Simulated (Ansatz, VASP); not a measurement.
## Two plane-wave programs on Ga

Contents of INCAR:

```
SYSTEM = Ga
ALGO = Normal
EDIFF = 1E-6
ENCUT = 520
GGA = RP
ISIF = 2
ISMEAR = -1
LASPH = .True.
LCHARG = .False.
LREAL = .False.
LWAVE = .False.
NBANDS = 20
NELM = 80
PREC = Accurate
SIGMA = 0.1
```

Contents of KPOINTS:

```
k-points
0
Gamma
  13 13 8
  0 0 0
```

POSCAR

```
Ga
1.0
    3.1919531246      0.0000000000      0.0000000000
   -1.5959765623      2.7643124936      0.0000000000
    0.0000000000      0.0000000000      5.0346060683
Ga
2
Direct
    0.3333333333      0.6666666667      0.2500000000
    0.6666666667      0.3333333333      0.7500000000
```

Input for Ansatz:

```yaml
crystal:
  lattice:
    - [3.1919531246, 0.0, 0.0]
    - [-1.5959765623, 2.7643124936, 0.0]
    - [0.0, 0.0, 5.0346060683]
  atoms:
    - { symbol: Ga, position: [0.3333333333, 0.6666666667, 0.25] }
    - { symbol: Ga, position: [0.6666666667, 0.3333333333, 0.75] }
hamiltonian:
  xc: rpbe
  pseudopotentials:
    kind: paw
    azcp:
      Ga: "pseudopotentials/Ga.paw.azcp"
basis:
  ecutwfc: 420
  fft_grid_basis: typed
kpoints:
  mp_grid: { grid: [13, 13, 8], shift: [0, 0, 0] }
magnetization:
  spin_polarized: false
scf:
  occupations: { method: fermi_dirac, width: 0.1 }
  lower_state_search: "off"
output:
  stress: true
  write_density: true
  write_potential: true
  elf: true
  volumetric_format: npy
```

Alike in both runs: task single point; functional RPBE; k mesh 13 × 13 × 8; occupations fermi-dirac, width 0.1 eV; no spin polarisation.

|  | VASP | Ansatz |
| --- | --- | --- |
| version | VASP 6.6.1 | Ansatz 0.2.0 |
| potentials or method | VASP PAW PBE potentials, release 64 (Ga_d), cutoff 520 eV | plane waves (420 eV) with PAW, scalar-relativistic |
| valence electrons in the cell | 26 | 26 |

Ansatz gave:

* pressure (GPa): -3.5
* traceless stress, the component that is largest in VASP (GPa): -0.10

**Question.** Which values does VASP return?

**Answer.** Pressure (GPa): -3.4; traceless stress, the component that is largest in VASP (GPa): -0.08.

VASP's potentials were made for PBE, not for RPBE.
